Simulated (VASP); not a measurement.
# HC2 in VASP: notebook, part 2 of 2

VASP 6.6.1.

**3. Relaxation of the atoms, PBEsol**

INCAR reads:

```
SYSTEM = HC2
ALGO = Normal
EDIFF = 1E-6
EDIFFG = -0.08
ENCUT = 520
GGA = PS
IBRION = 2
ISIF = 2
ISMEAR = -1
LASPH = .TRUE.
LCHARG = .FALSE.
LREAL = Auto
LWAVE = .FALSE.
NELM = 80
NSW = 45
PREC = Accurate
SIGMA = 0.02
```

KPOINTS reads:

```
k-points
0
G
  3 3 1
  0 0 0
```

POSCAR reads:

```
HC2
1.0
    5.0487420000      0.0000000000      0.0000000000
    2.5243710000      4.3723390000      0.0000000000
    0.0000000000      0.0000000000     16.7764260000
H C
8 16
Selective dynamics
Direct
    0.1666667000      0.1666667000      0.0596075000  F F F
    0.6666667000      0.1666667000      0.0596075000  F F F
    0.1666667000      0.6666667000      0.0596075000  F F F
    0.6666667000      0.6666667000      0.0596075000  F F F
    0.5000000000      0.0000000000      0.3443180000  T T T
    0.0000000000      0.5000000000      0.3443180000  T T T
    0.5000000000      0.5000000000      0.3443180000  T T T
    0.3460798000      0.8090220000      0.3258397000  T T T
    0.1666667000      0.1666667000      0.1251757000  F F F
    0.6666667000      0.1666667000      0.1251757000  F F F
    0.1666667000      0.6666667000      0.1251757000  F F F
    0.6666667000      0.6666667000      0.1251757000  F F F
   -0.1666667000      0.3333333000      0.1558905000  F F F
    0.3333333000      0.3333333000      0.1558905000  F F F
   -0.1666667000      0.8333333000      0.1558905000  F F F
    0.3333333000      0.8333333000      0.1558905000  F F F
   -0.1666667000      0.3333333000      0.2480350000  T T T
    0.3333333000      0.3333333000      0.2480350000  T T T
   -0.1666667000      0.8333333000      0.2480350000  T T T
    0.3333333000      0.8333333000      0.2480350000  T T T
    0.0000000000      0.0000000000      0.2787498000  T T T
    0.5000000000      0.0000000000      0.2787498000  T T T
    0.0000000000      0.5000000000      0.2787498000  T T T
    0.5000000000      0.5000000000      0.2787498000  T T T
```

Potentials or basis: VASP PAW PBE potentials, release 64 (H, C).

Launch:

```console
> cat potpaw_PBE.64/H/POTCAR potpaw_PBE.64/C/POTCAR > POTCAR
> mpirun -np 1 vasp_std > vasp.out
```

OUTCAR:

```text
SYSTEM = HC2
   EDIFF = 1E-6
   EDIFFG = -0.08
   ENCUT = 520
   GGA = PS
   IBRION = 2
   ISIF = 2
   ISMEAR = -1
   LASPH = .TRUE.
   LREAL = Auto
   NELM = 80
   NSW = 45
   PREC = Accurate

 ion  position               nearest neighbor table
   1  0.167  0.167  0.060-   9 1.10
   2  0.667  0.167  0.060-  10 1.10
   3  0.167  0.667  0.060-  11 1.10
   4  0.667  0.667  0.060-  12 1.10
   5  0.500  0.000  0.344-  22 1.10
   6  0.000  0.500  0.344-  23 1.10
   7  0.500  0.500  0.344-  24 1.10
   8  0.346  0.809  0.326-  20 1.31
   9  0.167  0.167  0.125-   1 1.10  14 1.55  13 1.55  16 1.55
  10  0.667  0.167  0.125-   2 1.10  13 1.55  14 1.55  15 1.55
  11  0.167  0.667  0.125-   3 1.10  16 1.55  15 1.55  14 1.55
  12  0.667  0.667  0.125-   4 1.10  15 1.55  16 1.55  13 1.55
  13  0.833  0.333  0.156-  10 1.55   9 1.55  12 1.55  17 1.55
  14  0.333  0.333  0.156-   9 1.55  10 1.55  11 1.55  18 1.55
  15  0.833  0.833  0.156-  12 1.55  11 1.55  10 1.55  19 1.55
  16  0.333  0.833  0.156-  11 1.55  12 1.55   9 1.55  20 1.55
  17  0.833  0.333  0.248-  24 1.55  21 1.55  23 1.55  13 1.55
  18  0.333  0.333  0.248-  23 1.55  22 1.55  24 1.55  14 1.55
  19  0.833  0.833  0.248-  22 1.55  23 1.55  21 1.55  15 1.55
  20  0.333  0.833  0.248-   8 1.31  21 1.55  24 1.55  22 1.55  16 1.55
  21  0.000  0.000  0.279-  20 1.55  17 1.55  19 1.55
  22  0.500  0.000  0.279-   5 1.10  19 1.55  18 1.55  20 1.55
  23  0.000  0.500  0.279-   6 1.10  18 1.55  19 1.55  17 1.55
  24  0.500  0.500  0.279-   7 1.10  17 1.55  20 1.55  18 1.55

  LATTYP: Found a hexagonal cell.
 ALAT       =     5.0487421480
 C/A-ratio  =     3.3228922192

  Lattice vectors:

 A1 = (  -2.5243710000,  -4.3723390000,   0.0000000000)
 A2 = (   5.0487420000,   0.0000000000,   0.0000000000)
 A3 = (   0.0000000000,   0.0000000000,  16.7764260000)

Analysis of symmetry for initial positions (statically):
=====================================================================
 Subroutine PRICEL returns:
 Original cell was already a primitive cell.

 Routine SETGRP: Setting up the symmetry group for a
 hexagonal supercell.

 Subroutine GETGRP returns: Found  1 space group operations
 (whereof  1 operations were pure point group operations)
 out of a pool of 24 trial point group operations.

The static configuration has the point symmetry C_1 .

Analysis of symmetry for dynamics (positions and initial velocities):
=====================================================================
 Subroutine PRICEL returns:
 Original cell was already a primitive cell.

 Routine SETGRP: Setting up the symmetry group for a
 hexagonal supercell.

 Subroutine GETGRP returns: Found  1 space group operations
 (whereof  1 operations were pure point group operations)
 out of a pool of 24 trial point group operations.

The dynamic configuration has the point symmetry C_1 .

Analysis of constrained symmetry for selective dynamics:
=====================================================================
 Subroutine PRICEL returns:
 Original cell was already a primitive cell.

 Routine SETGRP: Setting up the symmetry group for a
 hexagonal supercell.

 Subroutine GETGRP returns: Found  1 space group operations
 (whereof  1 operations were pure point group operations)
 out of a pool of 24 trial point group operations.

[... 130 lines left out ...]
   ISIF   =      2    stress and relaxation
   ISYM   =      2    0-nonsym 1-usesym 2-fastsym
   POTIM  = 0.5000    time-step for ionic-motion
   TEBEG  =    0.0;   TEEND  =   0.0 temperature during run
   PSTRESS=    0.0 pullay stress
   NELECT =      72.0000    total number of electrons
   NUPDOWN=      -1.0000    fix difference up-down
   EMIN   =  10.00;   EMAX   =-10.00  energy-range for DOS
   EFERMI =   0.00;   METHOD = LEGACY
   ISMEAR =    -1;   SIGMA  =   0.02  broadening in eV -4-tet -1-fermi 0-gaus
   EFERMI_NEDOS =   21; number of points for ismear=-14 and -15
   IALGO  =     38    algorithm
   IMIX   =      4    mixing-type and parameters
     AMIX     =   0.40;   BMIX     =  1.00
     AMIX_MAG =   1.60;   BMIX_MAG =  1.00
  volume/ion in A,a.u.               =      15.43       104.13
  Fermi-wavevector in a.u.,A,eV,Ry     =   0.948390  1.792197 12.237666  0.899443
  Thomas-Fermi vector in A             =   2.076574
   LORBIT       =      0    0 simple, 1 ext, 2 COOP (PROOUT), +10 PAW based schemes
   GGA     = PS    functional components
   LHFCALC =     F    Hartree Fock is set to
   AEXX    =    0.0000 exact exchange contribution
   IVDW    =     0    specifies the selected vdW correction
   LEPSILON=     F    determine dielectric tensor
   LRPA    =     F    only Hartree local field effects (RPA)
 conjugate gradient relaxation of ions
 non-spin polarized calculation
  energy-cutoff  :      520.00
  volume of cell :      370.34
 maximum number of plane-waves:      9984
 NGX is ok and might be reduce to    40
   NGX = 19   NGY = 19   NGZ = 63

--------------------------------------- Ionic step        1  -------------------------------------------

 number of electron      71.9999999 magnetization

 Free energy of the ion-electron system (eV)
  ---------------------------------------------------
  ext. energy  EPLUGINS =         0.00000000
  ---------------------------------------------------
  free energy    TOTEN  =      -177.20352355 eV

  energy without entropy =     -177.20352355  energy(sigma->0) =     -177.20352355

------------------------ aborting loop because EDIFF is reached ----------------------------------------

  FORCE on cell =-STRESS in cart. coord.  units (eV):
  Direction    XX          YY          ZZ          XY          YZ          ZX
  --------------------------------------------------------------------------------------
  -------------------------------------------------------------------------------------
  Total       -3.3288949     -1.8122209      0.8602432      1.6025073      1.3556621     -3.1121125
  in kB      -14.4017150     -7.8401663      3.7216487      6.9328873      5.8649672    -13.4638550
  external PRESSURE =      -6.1734109 kB  Pullay stress =       0.0000000 kB
[... 155 lines left out ...]
  FREE ENERGIE OF THE ION-ELECTRON SYSTEM (eV)
  ---------------------------------------------------
  free  energy   TOTEN  =      -177.7499267259 eV

  energy  without entropy=     -177.7499267259  energy(sigma->0) =     -177.74992673

 E-fermi :   0.0813     XC(G=0):  -4.8952

 val. band max:       -0.4477012553   @ k =   0.0000   0.0000   0.0000
 cond. band min:       2.4841649606   @ k =   0.0000   0.0000   0.0000
 fundamental gap:      2.9318662159
 Fermi energy:         0.0812936194

 k-point     1 :       0.0000    0.0000    0.0000
  band No.  band energies     occupation
      1     -20.2404      2.00000
      2     -17.5469      2.00000
      3     -15.0190      2.00000
      4     -15.0008      2.00000
      5     -14.8731      2.00000
      6     -13.9637      2.00000
[... 244 lines left out ...]
     47       6.9388      0.00000
     48       7.2060      0.00000
 [bands above 48 left out]

[... ionic steps 4 to 27 ...]

--------------------------------------- Ionic step       28  -------------------------------------------

 number of electron      72.0000001 magnetization

------------------------ aborting loop because EDIFF is reached ----------------------------------------
[... 111 lines left out ...]
--------------------------------------- Ionic step       30  -------------------------------------------

 number of electron      72.0000000 magnetization

 Free energy of the ion-electron system (eV)
  ---------------------------------------------------
  ext. energy  EPLUGINS =         0.00000000
  ---------------------------------------------------
  free energy    TOTEN  =      -182.44245056 eV

  energy without entropy =     -182.44245056  energy(sigma->0) =     -182.44245056

 E-fermi :  -0.0149     XC(G=0):  -4.9089

 val. band max:       -0.4722262585   @ k =   0.0000   0.0000   0.0000
 cond. band min:       2.4839760150   @ k =   0.0000   0.0000   0.0000
 fundamental gap:      2.9562022735
 Fermi energy:        -0.0148919341

 k-point     1 :       0.0000    0.0000    0.0000
  band No.  band energies     occupation
      1     -20.2590      2.00000
      2     -17.5514      2.00000
      3     -14.9879      2.00000
      4     -14.9830      2.00000
      5     -14.9759      2.00000
      6     -13.9134      2.00000
[... 244 lines left out ...]
     47       7.0305      0.00000
     48       7.2830      0.00000
 [bands above 48 left out]

------------------------ aborting loop because EDIFF is reached ----------------------------------------

  FORCE on cell =-STRESS in cart. coord.  units (eV):
  Direction    XX          YY          ZZ          XY          YZ          ZX
  --------------------------------------------------------------------------------------
  -------------------------------------------------------------------------------------
  Total       -2.0911933     -2.1364289     -0.9680085     -0.0201229      0.2642551     -0.3185605
  in kB       -9.0470774     -9.2427790     -4.1878712     -0.0870571      1.1432402     -1.3781802
  external PRESSURE =      -7.4925759 kB  Pullay stress =       0.0000000 kB
[... 39 lines left out ...]
  FREE ENERGIE OF THE ION-ELECTRON SYSTEM (eV)
  ---------------------------------------------------
  free  energy   TOTEN  =      -182.4424505562 eV

  energy  without entropy=     -182.4424505562  energy(sigma->0) =     -182.44245056

 reached required accuracy - stopping structural energy minimisation
```

It took 25 min on 1 thread of AMD EPYC 9R45 (Zen 5), shared host; peak memory 0.49 GiB.

What came out:

| Quantity | Value |
| --- | --- |
| Free energy | -182.4425 eV |
| Energy gained by relaxing | 218.3 meV/atom |
| Ionic steps | 30 |
| Band gap on the k mesh | 2.96 eV |

Step by step:
| step | energy change (eV) | largest force on free atoms (eV/Å) | pressure (GPa) |
| --- | --- | --- | --- |
| 1 | 0.0000 | 3.6104 | -0.62 |
| 2 | -0.3502 | 4.2608 | -0.82 |
| 3 | -0.5464 | 4.0973 | -0.92 |
| 4 | -1.3984 | 4.8887 | -0.93 |
| 5 | -2.1563 | 12.6981 | 0.20 |
| 6 | -2.3972 | 7.6925 | -0.50 |
| 7 | -2.9697 | 6.7149 | -0.52 |
| 8 | -3.8666 | 5.0837 | -0.38 |
| 9 | -3.9136 | 5.7793 | -0.33 |
| 10 | -4.3670 | 3.6262 | -0.64 |
| 11 | -4.5981 | 2.0442 | -0.88 |
| 12 | -4.7519 | 1.5803 | -0.92 |
| 13 | -4.8680 | 1.2648 | -0.93 |
| 14 | -4.9963 | 0.9834 | -0.95 |
| 15 | -5.0602 | 0.9936 | -0.96 |
| 16 | -5.1227 | 0.5696 | -0.89 |
| 17 | -5.1309 | 0.6745 | -0.85 |
| 18 | -5.1762 | 0.5102 | -0.80 |
| 19 | -5.1924 | 0.5840 | -0.76 |
| 20 | -5.2106 | 0.3791 | -0.77 |
| 21 | -5.2109 | 0.2808 | -0.77 |
| 22 | -5.2204 | 0.2372 | -0.77 |
| 23 | -5.2244 | 0.3021 | -0.76 |
| 24 | -5.2313 | 0.1298 | -0.75 |
| 25 | -5.2317 | 0.1546 | -0.74 |
| 26 | -5.2340 | 0.1211 | -0.72 |
| 27 | -5.2341 | 0.1438 | -0.72 |
| 28 | -5.2363 | 0.1212 | -0.73 |
| 29 | -5.2371 | 0.1946 | -0.73 |
| 30 | -5.2389 | 0.0728 | -0.75 |

Final structure:
```
CELL_PARAMETERS angstrom
5.04874 0.00000 0.00000
2.52437 4.37234 0.00000
0.00000 0.00000 16.77643
ATOMIC_POSITIONS crystal
H 0.16667 0.16667 0.05961
H 0.66667 0.16667 0.05961
H 0.16667 0.66667 0.05961
H 0.66667 0.66667 0.05961
H 0.50281 0.99779 0.34320
H 0.00288 0.49802 0.34331
H 0.50244 0.49856 0.34319
H 0.99956 0.00025 0.34345
C 0.16667 0.16667 0.12518
C 0.66667 0.16667 0.12518
C 0.16667 0.66667 0.12518
C 0.66667 0.66667 0.12518
C 0.83333 0.33333 0.15589
C 0.33333 0.33333 0.15589
C 0.83333 0.83333 0.15589
C 0.33333 0.83333 0.15589
C 0.83453 0.33283 0.24791
C 0.33442 0.33270 0.24800
C 0.83457 0.83261 0.24795
C 0.33443 0.83279 0.24802
C 0.00092 0.99955 0.27698
C 0.50136 0.99918 0.27677
C 0.00149 0.49916 0.27679
C 0.50127 0.49934 0.27681
```

Levels at points of the mesh, in eV from the valence-band top:
| k point | band 33 | band 34 | band 35 | band 36 | band 37 | band 38 | band 39 | band 40 |
| --- | --- | --- | --- | --- | --- | --- | --- | --- |
| (0.00, 0.00, 0.00) | -1.47 | -1.46 | 0.00 | 0.00 | 2.96 | 3.38 | 4.79 | 5.56 |

Caveat: the k points lie up to 0.48 Å⁻¹ apart; there is no dipole correction, which matters where the two faces differ; the PAW data sets were made with another functional, which shifts forces and pressure a little.
